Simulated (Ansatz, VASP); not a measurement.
Te4W: VASP beside Ansatz

Contents of INCAR:

```
  PREC = Accurate
  ENCUT = 600
  EDIFF = 1E-7
  ISMEAR = 0
  SIGMA = 0.1
  LREAL = F
  LASPH = T
  NELM = 80
  ALGO = Normal
  ISIF = 3
  LWAVE = F
  LCHARG = F
  GGA = PE
  IBRION = 2
  NSW = 100
  EDIFFG = -0.01
```

File KPOINTS:

```
Automatic mesh
0
Gamma
  8 8 8
```

File POSCAR:

```
Te4W
1.0
    5.2939608965      0.0000000000      0.0000000000
    0.0000000000      5.2939608965      0.0000000000
    0.0000000000      0.0000000000      5.2939608965
Te W
4 1
Direct
    0.0000000000      0.0000000000      0.0000000000
    0.5000000000      0.5000000000      0.0000000000
    0.5000000000      0.0000000000      0.5000000000
    0.0000000000      0.5000000000      0.5000000000
    0.5000000000      0.5000000000      0.5000000000
```

Input for Ansatz:

```yaml
crystal:
  lattice:
    - [5.2939608965, 0.0, 0.0]
    - [0.0, 5.2939608965, 0.0]
    - [0.0, 0.0, 5.2939608965]
  atoms:
    - { symbol: Te, position: [0.0, 0.0, 0.0] }
    - { symbol: Te, position: [0.5, 0.5, 0.0] }
    - { symbol: Te, position: [0.5, 0.0, 0.5] }
    - { symbol: Te, position: [0.0, 0.5, 0.5] }
    - { symbol: W, position: [0.5, 0.5, 0.5] }
basis:
  ecutwfc: 420
kpoints:
  mp_grid: { grid: [8, 8, 8] }
hamiltonian:
  xc: pbe
scf:
  occupations: { method: gaussian, width: 0.1 }
output:
  forces: true
  stress: true
  eigenvalues: true
  write_density: true
  write_potential: true
  elf: true
  volumetric_format: npy
relax:
  adjacent_minimum: "off"
  f_tol: 0.01
  max_steps: 80
  cell: { stress_tol: 0.05 }
```

Change from the starting cell: species swapped into the Ni4N type (Pm-3m, No. 221).

Alike in both runs: task relaxation of cell and atoms; functional PBE; k mesh 8 × 8 × 8; occupations gaussian, width 0.1 eV; no spin polarisation.

```csv
,VASP,Ansatz
version,VASP 6.6.1,Ansatz 0.2.0
potentials or method,"VASP PAW PBE potentials, release 64 (Te, W_sv), cutoff 600 eV","scalar-relativistic, plane waves, PAW"
valence electrons in the cell,38,78
```

|  | VASP | Ansatz | Ansatz less VASP |
| --- | --- | --- | --- |
| gap on the k mesh at the Fermi level, each at its own relaxed structure (eV) | none | none | - |
| relaxed volume (Å³/atom) | 29.64 | 29.67 | +0.035 |
| relaxed cell length with the largest relative difference (Å) | 5.292 | 5.294 | +0.0021 |

A gap of «none» marks a metal or a gap that the smearing closes. VASP's potentials hold 38 valence electrons a cell and Ansatz's 78, so a difference there can come from the potentials and not from the codes.

Spin-orbit coupling is off throughout.
